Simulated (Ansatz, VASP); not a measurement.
Pd in VASP and in Ansatz

```
CELL_PARAMETERS angstrom
-1.59587 1.54870 1.57228
1.59587 -1.54870 1.57228
1.59587 1.54870 -1.57228
ATOMIC_POSITIONS crystal
Pd 0.00000 0.00000 0.00000
```

Change from the starting cell: strain +0.0150 x Voigt [1, -1, 0, 0, 0, 0], atoms carried along.

Alike in both runs: task single point; functional LDA; k mesh 22 × 22 × 22; occupations gaussian, width 0.15 eV; no spin polarisation.

|  | VASP | Ansatz |
| --- | --- | --- |
| version | VASP 6.6.1 | Ansatz 0.2.0 |
| potentials or method | VASP PAW LDA potentials, release 64 (Pd), cutoff 520 eV | scalar-relativistic, plane waves, PAW |
| valence electrons in the cell | 10 | 18 |

Ansatz gave:

| Item | Value |
| --- | --- |
| gap on the k mesh at the Fermi level (eV) | none |
| pressure (GPa) | -15.1 |
| traceless stress, the component that is largest in VASP (GPa) | -0.45 |

Q: What did VASP give for the same quantities?

A: gap on the k mesh at the Fermi level (eV): none; pressure (GPa): -14.9; traceless stress, the component that is largest in VASP (GPa): -0.44.

LDA's correlation is that of Perdew and Zunger in VASP and of Perdew and Wang (1992) in Ansatz. A gap of «none» marks a metal or a gap that the smearing closes. VASP's potentials hold 10 valence electrons a cell and Ansatz's 18, so a difference there can come from the potentials and not from the codes.
